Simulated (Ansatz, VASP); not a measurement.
**LiF in VASP and in Ansatz**

INCAR

```
PREC = Accurate
ENCUT = 520
EDIFF = 1E-7
ISMEAR = 0
SIGMA = 0.05
LREAL = F
LASPH = T
NELM = 100
ALGO = Normal
ISIF = 2
LWAVE = F
LCHARG = F
GGA = PE
NBANDS = 18
```

KPOINTS

```
regular mesh
0
Gamma
  9 9 6
```

POSCAR

```
LiF
1.0
    3.2140071864      0.0000000000      0.0000000000
   -1.6070035932      2.7834118714      0.0000000000
    0.0000000000      0.0000000000      4.6368481678
Li F
2 2
Direct
    0.3333333333      0.6666666667      0.3912714954
    0.6666666667      0.3333333333      0.8912714954
    0.3333333333      0.6666666667      0.9939266766
    0.6666666667      0.3333333333      0.4939266766
```

Input for Ansatz:

```yaml
crystal:
  lattice:
    - [3.2140071864, 0.0, 0.0]
    - [-1.6070035932, 2.7834118714, 0.0]
    - [0.0, 0.0, 4.6368481678]
  atoms:
    - { symbol: Li, position: [0.3333333333, 0.6666666667, 0.3912714954] }
    - { symbol: Li, position: [0.6666666667, 0.3333333333, 0.8912714954] }
    - { symbol: F, position: [0.3333333333, 0.6666666667, 0.9939266766] }
    - { symbol: F, position: [0.6666666667, 0.3333333333, 0.4939266766] }
basis:
  ecutwfc: 520.0
kpoints:
  mp_grid: { grid: [9, 9, 6] }
hamiltonian:
  xc: pbe
scf:
  occupations: { method: gaussian, width: 0.05 }
output:
  forces: true
  stress: true
  eigenvalues: true
```

Alike in both runs: task single point; functional PBE; k mesh 9 × 9 × 6; occupations gaussian, width 0.05 eV; no spin polarisation.

|  | VASP | Ansatz |
| --- | --- | --- |
| version | VASP 6.6.1 | Ansatz 0.2.0 |
| potentials or method | VASP PAW PBE potentials, release 64 (Li_sv, F), cutoff 520 eV | scalar-relativistic, plane waves, PAW |
| valence electrons in the cell | 20 | 20 |

|  | VASP | Ansatz | Ansatz less VASP |
| --- | --- | --- | --- |
| gap on the k mesh at the Fermi level (eV) | 7.46 | 7.47 | +0.011 |
| least direct gap on the mesh (eV) | 7.46 | 7.47 | +0.011 |
| rms of the force components (eV/Å) | 0.101 | 0.094 | -0.0066 |

Atom by atom the forces differ by 0.007 eV/Å (rms over components). The functional is the same, so the differences come from potentials, cutoffs and numerics.

Noted on VASP's run: the cutoff is short for stress, so the pressure is rough.
